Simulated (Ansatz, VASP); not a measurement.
# Sn in VASP and in Ansatz

```
Sn
1.0
     3.35926    0.00000    0.00000
     0.05214    3.41465    0.00000
     0.00518    0.06466    4.94724
Sn
2
Direct
  0.69530 0.24829 0.75001
  0.30470 0.75171 0.24999
```

Change from the starting cell: the structure that the rattled cell fell into.

Alike in both runs: task single point; functional PBE; k mesh 6 × 6 × 4; occupations gaussian, width 0.1 eV; no spin polarisation.

|  | VASP | Ansatz |
| --- | --- | --- |
| version | VASP 6.6.1 | Ansatz 0.2.0 |
| potentials or method | VASP PAW PBE potentials, release 64 (Sn_d), cutoff 520 eV | scalar-relativistic, plane waves, PAW |
| valence electrons in the cell | 28 | 28 |

```tsv
	VASP	Ansatz	Ansatz less VASP
gap on the k mesh at the Fermi level (eV)	none	none	-
pressure (GPa)	0.0	0.0	+0.08
traceless stress, the component that is largest in VASP (GPa)	1.33	1.32	-0.003
rms of the force components (eV/Å)	0.032	0.032	+0.0004
```

Atom by atom the forces differ by 0.000 eV/Å (rms over components). A gap of «none» marks a metal or a gap that the smearing closes.
